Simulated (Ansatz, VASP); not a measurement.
One calculation of Ti, two programs

```xyz
1
Lattice="-1.5978 1.5978 1.5978 1.5978 -1.5978 1.5978 1.5978 1.5978 -1.5978" Properties=species:S:1:pos:R:3 pbc="T T T"
Ti    0.0000    0.0000    0.0000
```

Alike in both runs: functional PBE; dispersion D3(BJ); k mesh 8 × 8 × 8; occupations gaussian, width 0.1 eV; no spin polarisation.

Ansatz relaxed the structure, and its values are those at the end. VASP's run is a single point on that final structure, the one shown.

```csv
,VASP,Ansatz
version,VASP 6.6.1,Ansatz 0.2.0
potentials or method,"VASP PAW PBE potentials, release 64 (Ti_sv), cutoff 500 eV","scalar-relativistic, plane waves, PAW"
valence electrons in the cell,12,12
```

VASP gave:

* gap on the k mesh at the Fermi level (eV): none
* pressure (GPa): -0.4

What did Ansatz give for the same quantities?

gap on the k mesh at the Fermi level (eV): none; pressure (GPa): 0.0.

A gap of «none» marks a metal or a gap that the smearing closes.
